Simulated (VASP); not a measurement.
# LiAl32O48 (a cell with a defect) (Li interstitial hop between voids) in VASP: single point with PBE

Aim: the single point of LiAl32O48 (a cell with a defect) (Li interstitial hop between voids) with PBE.

Program: VASP 6.6.1. These are calculated values, not measurements. Logs are shortened: lines on timing, memory, paths and dates and some standing lists are left out, and cuts for length are marked.

## Step 1: The cell of the first run

The cell holds a defect, 81 atoms: a = 10.361 Å, b = 10.361 Å, c = 10.361 Å, α = 55.29°, β = 55.29°, γ = 55.29°.

## Step 2: Single point, PBE

The input, INCAR:

```
ALGO = Normal
EDIFF = 1E-6
ENCUT = 520
GGA = PE
ISIF = 2
ISMEAR = -1
LASPH = True
LCHARG = True
LELF = True
LREAL = Auto
LVHAR = True
LWAVE = False
NBANDS = 240
NELECT = 386.0
NELM = 80
PREC = Accurate
SIGMA = 0.01
```

The input, KPOINTS:

```
Automatic mesh
0
Gamma
  1 1 1
  0.25 0.25 0.25
```

The input, POSCAR:

```
LiAl32O48
1.0
    4.8078835200      2.7758328500      8.7484141900
   -4.8078835200      2.7758328500      8.7484141900
    0.0000000000     -5.5516656900      8.7484141900
Al O Li
32 48 1
Direct
    0.3061735700      0.3278465900      0.3554540400
    0.4266481000      0.4296891300      0.4294211600
    0.0736491700      0.0737932400      0.0774254800
    0.1766533300      0.1775627000      0.1769500700
    0.3201087100      0.3233237300      0.8220647500
    0.4232698300      0.4430419100      0.8954514300
    0.0719676300      0.0751530300      0.5753465500
    0.1696672900      0.1728287500      0.6875817000
    0.3233515500      0.8255444400      0.3241750400
    0.4230159000      0.9285060000      0.4286443800
    0.0720524500      0.5751491300      0.0756384900
    0.1746918500      0.6782002000      0.1758025400
    0.3225308700      0.8261048000      0.8251301300
    0.4258222600      0.9253734800      0.9283704000
    0.0701623900      0.5756985400      0.5776156400
    0.1744091100      0.6797189800      0.6739935600
    0.8246116700      0.3240884900      0.3231351100
    0.9238238100      0.4275092600      0.4263070100
    0.5815654200      0.0645703100      0.0681783300
    0.6850032300      0.1685165400      0.1834769100
    0.8215973000      0.3268979200      0.8228603300
    0.9243346600      0.4266642500      0.9273109700
    0.5727257200      0.0734042700      0.5773305700
    0.6766332300      0.1770674500      0.6740571100
    0.8242987900      0.8221356600      0.3258593400
    0.9256662200      0.9263051300      0.4279680700
    0.5723401400      0.5733069700      0.0745740500
    0.6762719200      0.6762080100      0.1740190600
    0.8236796700      0.8242943500      0.8235523200
    0.9279296900      0.9255834700      0.9256753400
    0.5772022500      0.5804538900      0.5636967700
    0.6748416300      0.6779460700      0.6761782900
    0.2216717900      0.0308999500      0.3755201900
    0.4689842500      0.1246320200      0.2908465700
    0.0280548000      0.3757638100      0.2220754500
    0.3775090000      0.2255949200      0.0296022000
    0.1177648600      0.2798978600      0.4793781000
    0.2720673600      0.4775729700      0.1262878600
    0.2204031700      0.0274040400      0.8798055800
    0.4714465600      0.1253769600      0.7804179100
    0.0256043900      0.3756117200      0.7248733300
    0.3691071700      0.2236392000      0.5384367800
    0.1243063200      0.2789682900      0.9732045300
    0.2756740800      0.4743455700      0.6257204500
    0.2190228300      0.5311891800      0.3783254000
    0.4710390700      0.6255645300      0.2783404400
    0.0267044200      0.8756833900      0.2232862200
    0.3741820000      0.7219648500      0.0294441300
    0.1242206500      0.7797972600      0.4725072600
    0.2785582800      0.9735665000      0.1258370400
    0.2192045300      0.5307587600      0.8732383900
    0.4700492400      0.6321218800      0.7722950500
    0.0280895900      0.8760658600      0.7217443600
    0.3743569200      0.7244483600      0.5266409900
    0.1242839800      0.7795669600      0.9720565400
    0.2751606400      0.9743709000      0.6277423600
    0.7223127700      0.0260879800      0.3797081100
    0.9717854100      0.1251712000      0.2791015200
    0.5243244700      0.3725497100      0.2218758000
    0.8744069900      0.2218836100      0.0300814400
    0.6246449300      0.2784155100      0.4710188400
    0.7764364800      0.4713918500      0.1256750300
    0.7238742600      0.0276604000      0.8717531500
    0.9692666700      0.1254852800      0.7816051400
    0.5265507400      0.3808351400      0.7126379700
    0.8738711800      0.2234260900      0.5281830500
    0.6251394900      0.2812663500      0.9605253700
    0.7756124100      0.4747922300      0.6237932600
    0.7226551200      0.5294667900      0.3716857400
    0.9702390700      0.6258032900      0.2795493100
    0.5281312700      0.8753351700      0.2214687600
    0.8744204100      0.7231708700      0.0282210200
    0.6244647100      0.7806744100      0.4699467800
    0.7757264200      0.9742741400      0.1256966400
    0.7191345300      0.5283514600      0.8759493100
    0.9703081300      0.6256851600      0.7790661000
    0.5264861000      0.8761447900      0.7232698800
    0.8738382500      0.7219496500      0.5298340800
    0.6248245800      0.7781620600      0.9723697000
    0.7771306200      0.9728132300      0.6257651700
    0.4456980300      0.3037512300      0.1257854300
```

Potentials or basis: VASP PAW PBE potentials, release 64 (Al, O, Li_sv).

Launch:

```console
$ cat potpaw_PBE.64/Al/POTCAR potpaw_PBE.64/O/POTCAR potpaw_PBE.64/Li_sv/POTCAR > POTCAR
$ mpirun -np 1 vasp_std > vasp.out
```

OUTCAR:

```text
EDIFF = 1E-6
   ENCUT = 520
   GGA = PE
   ISIF = 2
   ISMEAR = -1
   LASPH = True
   LREAL = Auto
   NELECT = 386.0
   NELM = 80
   PREC = Accurate

 ion  position               nearest neighbor table
   1  0.306  0.328  0.355-  37 1.80  42 1.86  45 1.86  34 2.00  59 2.03  81 2.04  38 2.08   2 2.60
                             8 2.68  12 2.84  20 3.05  18 3.19  10 3.31  15 3.32
   2  0.427  0.430  0.429-  46 1.85  44 1.85  61 1.85  45 2.03  42 2.03  59 2.07   1 2.60  27 2.83
                            23 2.85  15 2.85   5 3.19   9 3.22  17 3.24
   3  0.074  0.074  0.077-  39 1.87  47 1.87  60 1.88  58 1.97  50 1.99  43 1.99   4 2.68  26 2.81
                            14 2.82  22 2.83  20 3.17   8 3.20  12 3.24
   4  0.177  0.178  0.177-  35 1.87  33 1.87  36 1.90  50 1.99  43 2.00  58 2.01   3 2.68  17 2.82
                             9 2.82   5 2.83  11 3.25   7 3.25  19 3.28
   5  0.320  0.323  0.822-  43 1.84  44 1.85  40 1.85  51 2.03  65 2.03  36 2.07   6 2.60   4 2.83
                            16 2.85  24 2.85   2 3.19  22 3.22  14 3.24
   6  0.423  0.443  0.895-  52 1.80  65 1.86  51 1.86  67 1.99  36 2.03  81 2.04  38 2.09   5 2.60
                            31 2.68  11 2.85  19 3.05  13 3.20  21 3.30  16 3.33
   7  0.072  0.075  0.575-  53 1.87  66 1.87  33 1.88  37 1.98  56 1.99  64 2.00   8 2.69  30 2.80
                            10 2.81  18 2.82  16 3.24  24 3.24   4 3.25
   8  0.170  0.173  0.688-  39 1.84  41 1.87  42 1.90  64 1.95  56 1.98  37 2.02   1 2.68   7 2.69
                            13 2.78  21 2.78   3 3.20  15 3.29  23 3.29
   9  0.323  0.826  0.324-  50 1.86  49 1.88  46 1.88  54 1.98  71 1.99  33 2.00  10 2.69  16 2.80
[... 83 lines left out ...]
  69  0.723  0.529  0.372-  31 1.84  28 1.87  18 1.98  17 1.99
  70  0.970  0.626  0.280-  25 1.85  18 1.87  11 1.99  12 2.00
  71  0.528  0.875  0.221-  19 1.83  28 1.88   9 1.99  10 2.02
  72  0.874  0.723  0.028-  11 1.87  28 1.87  30 1.99  29 2.00
  73  0.624  0.781  0.470-  25 1.86  10 1.88  31 1.95  32 2.00
  74  0.776  0.974  0.126-  30 1.90  25 1.90  19 1.97  20 1.97
  75  0.719  0.528  0.876-  27 1.87  32 1.88  21 1.98  22 2.00
  76  0.970  0.626  0.779-  29 1.86  22 1.88  15 1.96  16 2.00
  77  0.526  0.876  0.723-  23 1.86  32 1.87  13 1.98  14 1.99
  78  0.874  0.722  0.530-  15 1.86  32 1.87  25 1.98  26 2.00
  79  0.625  0.778  0.972-  14 1.87  29 1.88  28 1.97  27 2.01
  80  0.777  0.973  0.626-  26 1.87  29 1.87  24 1.98  23 1.98
  81  0.446  0.304  0.126-  34 1.67  67 1.67  38 1.67   6 2.04   1 2.04  36 2.13  59 2.13  19 2.29
                            20 2.29

  LATTYP: Found a trigonal (rhomboedric) cell.
 ALAT       =    10.3612616410
 COS(alpha) =     0.5693617618

  Lattice vectors:

 A1 = (   4.8078835200,   2.7758328500,   8.7484141900)
 A2 = (  -4.8078835200,   2.7758328500,   8.7484141900)
 A3 = (   0.0000000000,  -5.5516656900,   8.7484141900)

Analysis of symmetry for initial positions (statically):
=====================================================================
 Subroutine PRICEL returns:
 Original cell was already a primitive cell.

 Routine SETGRP: Setting up the symmetry group for a
 trigonal (rhombohedral) supercell.

 Subroutine GETGRP returns: Found  1 space group operations
 (whereof  1 operations were pure point group operations)
 out of a pool of 12 trial point group operations.

The static configuration has the point symmetry C_1 .

Analysis of symmetry for dynamics (positions and initial velocities):
=====================================================================
 Subroutine PRICEL returns:
 Original cell was already a primitive cell.

 Routine SETGRP: Setting up the symmetry group for a
 trigonal (rhombohedral) supercell.

 Subroutine GETGRP returns: Found  1 space group operations
 (whereof  1 operations were pure point group operations)
 out of a pool of 12 trial point group operations.

The dynamic configuration has the point symmetry C_1 .

[... 208 lines left out ...]

 Found      1 irreducible k-points:

 Following reciprocal coordinates:
            Coordinates               Weight
  0.250000  0.250000  0.250000      2.000000
   k-points           NKPTS =      1   k-points in BZ     NKDIM =      1   number of bands    NBANDS=    240
   number of dos      NEDOS =    301   number of ions     NIONS =     81
   total plane-waves  NPLWV = 512000
   dimension x,y,z NGX =    80 NGY =   80 NGZ =   80
   dimension x,y,z NGXF=   160 NGYF=  160 NGZF=  160
   ions per type =              32  48   1
   NGX,Y,Z   is equivalent  to a cutoff of  12.84, 12.84, 12.84 a.u.
   NGXF,Y,Z  is equivalent  to a cutoff of  25.67, 25.67, 25.67 a.u.
 SYSTEM =  unknown system
   PREC   = accura    normal or accurate (medium, high low for compatibility)
   ISTART =      0    job   : 0-new  1-cont  2-samecut
   ICHARG =      2    charge: 1-file 2-atom 10-const
   ISPIN  =      1    spin polarized calculation?
   LNONCOLLINEAR =      F non collinear calculations
   LSORBIT =      F    spin-orbit coupling
   LASPH  =      T    aspherical Exc in radial PAW
   ENCUT  =  520.0 eV  38.22 Ry    6.18 a.u.  19.27 19.27 19.27*2*pi/ulx,y,z
   NELM   =     80;   NELMIN=  2; NELMDL= -5     # of ELM steps
   EDIFF  = 0.1E-05   stopping-criterion for ELM
   LREAL  =      T    real-space projection
   EDIFFG = 0.1E-04   stopping-criterion for IOM
   NSW    =      0    number of steps for IOM
   IBRION =     -1    ionic relax: 0-MD 1-quasi-New 2-CG
   NFREE  =      0    steps in history (QN), initial steepest desc. (CG)
   ISIF   =      2    stress and relaxation
   ISYM   =      2    0-nonsym 1-usesym 2-fastsym
   POTIM  = 0.5000    time-step for ionic-motion
   TEBEG  =    0.0;   TEEND  =   0.0 temperature during run
   PSTRESS=    0.0 pullay stress
   NELECT =     386.0000    total number of electrons
   NUPDOWN=      -1.0000    fix difference up-down
   EMIN   =  10.00;   EMAX   =-10.00  energy-range for DOS
   EFERMI =   0.00;   METHOD = LEGACY
   ISMEAR =    -1;   SIGMA  =   0.01  broadening in eV -4-tet -1-fermi 0-gaus
   EFERMI_NEDOS =   21; number of points for ismear=-14 and -15
   IALGO  =     38    algorithm
   IMIX   =      4    mixing-type and parameters
     AMIX     =   0.40;   BMIX     =  1.00
     AMIX_MAG =   1.60;   BMIX_MAG =  1.00
  volume/ion in A,a.u.               =       8.65        58.36
  Fermi-wavevector in a.u.,A,eV,Ry     =   1.342130  2.536258 24.508358  1.801314
  Thomas-Fermi vector in A             =   2.470309
   LORBIT       =      0    0 simple, 1 ext, 2 COOP (PROOUT), +10 PAW based schemes
   GGA     = PE    functional components
   LHFCALC =     F    Hartree Fock is set to
   AEXX    =    0.0000 exact exchange contribution
   IVDW    =     0    specifies the selected vdW correction
   LEPSILON=     F    determine dielectric tensor
   LRPA    =     F    only Hartree local field effects (RPA)
 non-spin polarized calculation
  energy-cutoff  :      520.00
  volume of cell :      700.53
 maximum number of plane-waves:     18804
 NGX is ok and might be reduce to    80
   NGX = 39   NGY = 39   NGZ = 39

 number of electron     386.0000016 magnetization

 Free energy of the ion-electron system (eV)
  ---------------------------------------------------
  ext. energy  EPLUGINS =         0.00000000
  ---------------------------------------------------
  free energy    TOTEN  =      -606.45872927 eV

  energy without entropy =     -606.45872927  energy(sigma->0) =     -606.45872927

 E-fermi :   6.0785     XC(G=0): -11.5534

 val. band max:        5.8320088233   @ k =   0.2500   0.2500   0.2500
 cond. band min:      11.9957429727   @ k =   0.2500   0.2500   0.2500
 fundamental gap:      6.1637341494
 Fermi energy:         6.0784722875

 k-point     1 :       0.2500    0.2500    0.2500
  band No.  band energies     occupation
      1     -37.2102      2.00000
      2     -13.0870      2.00000
      3     -12.5985      2.00000
      4     -12.2325      2.00000
      5     -12.1556      2.00000
      6     -12.1171      2.00000
[... 197 lines left out ...]
    204      14.9923      0.00000
    205      15.0748      0.00000
 [bands above 205 left out]

------------------------ aborting loop because EDIFF is reached ----------------------------------------

  FORCE on cell =-STRESS in cart. coord.  units (eV):
  Direction    XX          YY          ZZ          XY          YZ          ZX
  --------------------------------------------------------------------------------------
  -------------------------------------------------------------------------------------
  Total       -1.1671432      5.0175667     -5.3999322      0.0275025     -5.2297764     -0.0682655
  in kB       -2.6693583     11.4756133    -12.3501164      0.0629007    -11.9609552     -0.1561292
  external PRESSURE =      -1.1812871 kB  Pullay stress =       0.0000000 kB

 VOLUME and BASIS-vectors are now :
 -----------------------------------------------------------------------------
  energy-cutoff  :      520.00
  volume of cell :      700.53
      direct lattice vectors                 reciprocal lattice vectors
     4.807883520  2.775832850  8.748414190     0.103995864  0.060042040  0.038102144
    -4.807883520  2.775832850  8.748414190    -0.103995864  0.060042040  0.038102144
     0.000000000 -5.551665690  8.748414190     0.000000000 -0.120084080  0.038102144

 POSITION                                       TOTAL-FORCE (eV/Angst)
 -----------------------------------------------------------------------------------
     -0.10420     -0.21343      8.65633         0.032249     -0.023159      0.018879
     -0.01462     -0.00695     11.24835         0.001522      0.009848      0.003616
     -0.00069     -0.02056      1.96724        -0.008276      0.000966     -0.008024
     -0.00437      0.00088      4.64686        -0.003741     -0.008088     -0.009380
     -0.01546     -2.77777     12.82078         0.007140     -0.002339      0.003006
     -0.09506     -2.56651     15.41263        -0.025124      0.011967     -0.006325
[... 73 lines left out ...]
     -0.94082      1.38351     20.78369        -0.018328      0.000754      0.000524
      0.68246      1.38203      7.65692        -0.028677      0.002886     -0.011545
 -----------------------------------------------------------------------------------
    total drift:                               -0.014731     -0.002742      0.004988

  FREE ENERGIE OF THE ION-ELECTRON SYSTEM (eV)
  ---------------------------------------------------
  free  energy   TOTEN  =      -606.4587292747 eV

  energy  without entropy=     -606.4587292747  energy(sigma->0) =     -606.45872927
```

Run time: 11 min. Hardware: 1 thread of AMD EPYC 7R43 (Zen 3), shared host; peak memory 0.95 GiB.

What came out:

* Free energy: -606.4587 eV
* Largest force: 0.093 eV/Å

Forces in eV/Å, atoms in the order of the input:
```
Al   0.032 -0.023  0.019
Al   0.002  0.010  0.004
Al  -0.008  0.001 -0.008
Al  -0.004 -0.008 -0.009
Al   0.007 -0.002  0.003
Al  -0.025  0.012 -0.006
Al  -0.001 -0.001 -0.004
Al  -0.007  0.004 -0.006
Al  -0.001 -0.004 -0.001
Al   0.015 -0.007 -0.005
Al   0.002 -0.005  0.000
Al   0.005 -0.005  0.001
Al   0.000 -0.004  0.000
Al   0.000  0.004  0.000
Al   0.003  0.006 -0.001
Al  -0.001  0.000 -0.001
Al  -0.002  0.000  0.003
Al   0.003 -0.002  0.002
Al   0.011 -0.001  0.000
Al   0.012  0.008  0.004
Al   0.007 -0.001 -0.001
Al   0.000 -0.003  0.007
Al   0.003 -0.003  0.004
Al  -0.001  0.006  0.003
Al  -0.005  0.006 -0.001
Al  -0.001  0.005 -0.001
Al  -0.001  0.007  0.011
Al  -0.001 -0.006  0.008
Al   0.001 -0.001  0.004
Al  -0.007 -0.003 -0.002
Al  -0.003 -0.005  0.002
Al  -0.002  0.002  0.003
O    0.021 -0.003  0.007
O    0.055 -0.032 -0.004
O   -0.010 -0.015  0.001
O   -0.007  0.024  0.008
O   -0.003 -0.015 -0.006
O   -0.092  0.014 -0.005
O    0.025 -0.001  0.008
O    0.009  0.014 -0.002
O   -0.014 -0.020  0.000
O    0.002  0.013  0.002
O    0.011 -0.019  0.001
O   -0.029 -0.002  0.000
O    0.008 -0.002  0.003
O    0.006  0.020 -0.001
O   -0.004 -0.023  0.001
O   -0.013  0.017 -0.002
O    0.011 -0.020 -0.001
O   -0.020  0.004  0.004
O    0.009  0.003 -0.008
O    0.014  0.021 -0.001
O   -0.012 -0.017 -0.002
O   -0.011  0.019 -0.003
O    0.009 -0.017  0.001
O   -0.017  0.006 -0.005
O    0.018 -0.006  0.006
O    0.014  0.017  0.003
O   -0.017 -0.024 -0.003
O   -0.004  0.022  0.003
O    0.008 -0.017  0.001
O   -0.023  0.000 -0.009
O    0.022 -0.001 -0.006
O    0.007  0.019  0.000
O    0.005 -0.018  0.000
O   -0.010  0.017 -0.002
O    0.064  0.027  0.007
O   -0.021 -0.008  0.002
O    0.017  0.006 -0.007
O    0.008  0.020 -0.003
O   -0.009 -0.019  0.000
O   -0.005  0.023 -0.001
O    0.004 -0.014 -0.003
O   -0.026  0.000 -0.002
O    0.019  0.001 -0.006
O    0.002  0.018  0.001
O   -0.009 -0.023  0.001
O   -0.009  0.017  0.004
O    0.010 -0.016 -0.002
O   -0.018  0.001  0.001
Li  -0.029  0.003 -0.012
```

Levels at points of the mesh, in eV from the Fermi level:
```csv
k point,band 190,band 191,band 192,band 193,band 194,band 195,band 196,band 197
"(0.25, 0.25, 0.25)",-0.42,-0.42,-0.27,-0.25,5.92,7.41,8.30,8.38
```

Caveat: the k points lie up to 0.79 Å⁻¹ apart; the cell carries a net charge on a neutralising background, which shifts energy and pressure; the cell is charged against a uniform background, so pressure and absolute levels hang on convention; the cutoff is under 1.25 times the usual one of these potentials, so pressure, stress and relaxed cells hold a basis-set (Pulay) error.
